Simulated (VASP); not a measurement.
A run of VASP 6.6.1 is set up as follows.

The input POSCAR:

```
K
1.0
    0.0000000000      3.3703435831      3.3703435831
    3.3703435831      0.0000000000      3.3703435831
    3.3703435831      3.3703435831      0.0000000000
K
1
Direct
    0.0000000000      0.0000000000      0.0000000000
```

File INCAR.step1:

```
SYSTEM = K
  PREC = Accurate
  ENCUT = 520
  ISMEAR = -1
  SIGMA = 0.1
  LREAL = .False.
  LASPH = .True.
  NELM = 80
  NBANDS = 10
  GGA = PE
  ALGO = Normal
  EDIFF = 1E-4
  LWAVE = .True.
  LCHARG = .False.
```

File INCAR.step2:

```
SYSTEM = K
  PREC = Accurate
  ENCUT = 520
  EDIFF = 1E-6
  ISMEAR = -1
  SIGMA = 0.1
  LREAL = .False.
  LASPH = .True.
  NELM = 80
  ALGO = Normal
  ISIF = 2
  LWAVE = .False.
  LCHARG = .False.
  METAGGA = R2SCAN
  LMIXTAU = .True.
  NBANDS = 10
  ISTART = 1
```

KPOINTS

```
Automatic mesh
0
Gamma
  8 8 8
  0 0 0
```

Potentials or basis: VASP PAW PBE potentials, release 64 (K_sv).

Run with:

```bash
$ cat potpaw_PBE.64/K_sv/POTCAR > POTCAR
$ cp INCAR.step1 INCAR
$ mpirun -np 1 vasp_std > vasp.out
$ cp INCAR.step2 INCAR
$ mpirun -np 1 vasp_std > vasp.out
```

Problem. Predict the pressure.

Solution. 0.0 GPa.

Problem. What does it give for the band gap on the k mesh?

Solution. Zero (an odd number of electrons rules out a gap without spin polarisation).

Caveat: the PAW data sets were made with another functional, which shifts forces and pressure a little.
